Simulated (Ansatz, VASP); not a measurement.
## One calculation of MgO, two programs

```
CELL_PARAMETERS angstrom
0.00000 2.05419 2.05419
2.05419 0.00000 2.05419
2.05419 2.05419 0.00000
ATOMIC_POSITIONS crystal
Mg 0.00000 0.00000 0.00000
O 0.50000 0.50000 0.50000
```

Alike in both runs: task single point; functional LDA; k mesh 11 × 11 × 11; occupations tetrahedron; no spin polarisation.

```csv
,VASP,Ansatz
version,VASP 6.6.1,Ansatz 0.2.0
potentials or method,"VASP PAW LDA potentials, release 64 (Mg_sv, O)",Ansatz PAW
plane-wave cutoff (eV),840,420
valence electrons in the cell,16,16
```

|  | VASP | Ansatz | Ansatz less VASP |
| --- | --- | --- | --- |
| gap on the k mesh at the Fermi level (eV) | 5.43 | 5.42 | -0.010 |
| least direct gap on the mesh (eV) | 5.43 | 5.42 | -0.010 |
| pressure (GPa) | 7.6 | 6.9 | -0.78 |

LDA's correlation is that of Perdew and Zunger in VASP and of Perdew and Wang (1992) in Ansatz.

Noted on Ansatz's run: odd divisions of the mesh miss points on the zone boundary, where band edges often lie, so the gap on the mesh can be too wide.
